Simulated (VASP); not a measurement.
A run of VASP 6.6.1 is set up as follows.

File INCAR:

```
SYSTEM = As
PREC = Accurate ; ENCUT = 520
EDIFF = 1E-6 ; ISMEAR = 0
SIGMA = 0.02 ; LREAL = .FALSE.
LASPH = .TRUE. ; NELM = 100
ALGO = Normal ; ISIF = 2
LWAVE = .FALSE. ; LCHARG = .FALSE.
LDIPOL = .TRUE. ; IDIPOL = 3
DIPOL = 0.5 0.5 0.500 ; GGA = PE
NBANDS = 12
```

The input KPOINTS:

```
regular mesh
0
G
  9 9 1
  0 0 0
```

The input POSCAR:

```
As
1.0
    3.7280000000      0.0000000000      0.0000000000
   -1.8640000000      3.2285427053      0.0000000000
    0.0000000000      0.0000000000     28.0000000000
As
2
Direct
    0.3333333333      0.6666666667      0.5000000000
    0.6666666667      0.3333333333      0.5000000000
```

Potentials or basis: VASP PAW PBE potentials, release 64 (As).

Command:

```sh
$ cat potpaw_PBE.64/As/POTCAR > POTCAR
$ mpirun -np 1 vasp_std > vasp.out
```

Problem. What does it give for the band gap on the k mesh?

Solution. Zero (band 5 reaches -2.60 eV, above the bottom of band 6 at -3.35 eV).
